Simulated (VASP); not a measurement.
A run of VASP 6.6.1:

Contents of INCAR:

```
SYSTEM = MgH2
ALGO     = Normal         ! electronic algorithm
EDIFF    = 1E-7           ! SCF threshold, eV
ENCUT    = 520            ! plane-wave cutoff, eV
GGA      = PE             ! functional
ISIF     = 2              ! what is computed and relaxed
ISMEAR   = -1             ! smearing method
LASPH    = .TRUE.         ! aspherical terms in the spheres
LCHARG   = .FALSE.        ! write CHGCAR
LREAL    = Auto         
LWAVE    = .FALSE.        ! write WAVECAR
NBANDS   = 34             ! bands
NELM     = 100            ! most SCF steps
PREC     = Accurate       ! precision mode
SIGMA    = 0.19           ! smearing width, eV
```

The input KPOINTS:

```
k-points
0
G
  2 2 2
  0 0 0
```

POSCAR

```
MgH2
1.0
    0.0000000000      4.7344590000      4.7344590000
    4.7344590000      0.0000000000      4.7344590000
    4.7344590000      4.7344590000      0.0000000000
Mg H
8 16
Direct
    0.0079731391      0.0052439994     -0.0029419412
   -0.0034616416      0.0140081475      0.4986952047
   -0.0304714858      0.4969691363     -0.0010201799
   -0.0131522947      0.5127092663      0.4850385229
    0.5250279916     -0.0068355223      0.0197510423
    0.5216058477     -0.0167671745      0.4911943477
    0.4845440630      0.5034366123      0.0119396957
    0.5204624224      0.4573204668      0.5165587029
    0.1094061645      0.1533152996      0.1763741116
    0.4057973678      0.3444541393      0.3361594218
    0.2326716738      0.0875351334      0.6749177678
    0.4410263137      0.3586682238      0.8588924310
    0.1036199701      0.6323137448      0.0907348654
    0.4176664113      0.8230846439      0.3819719423
    0.1815788245      0.5338967979      0.6191610277
    0.3518118966      0.9261976923      0.9107236962
    0.6609233494      0.1003693347      0.1249465884
    0.8931911756      0.3594070621      0.4609743162
    0.6669255136      0.0982237886      0.5668845163
    0.9317972761      0.3166526524      0.8625279045
    0.6897820849      0.5954433231      0.0455781748
    0.9063285795      0.8551936979      0.3540982190
    0.6512244588      0.6141921390      0.6263652299
    0.8755718446      0.8789889193      0.8256411134
```

Potentials or basis: VASP PAW PBE potentials, release 64 (Mg, H).

Launch:

```bash
$ cat potpaw_PBE.64/Mg/POTCAR potpaw_PBE.64/H/POTCAR > POTCAR
$ mpirun -np 1 vasp_std > vasp.out
```

Hardware: 1 thread of Intel(R) Xeon(R) 6975P-C (Granite Rapids), on a shared host.

**Question.** Estimate the wall time of this run.

**Answer.** Run time: 2 min on 1 thread of Intel(R) Xeon(R) 6975P-C (Granite Rapids), with other jobs on the host, peak memory 0.35 GiB. Counts: scf iterations 16, k points 8.
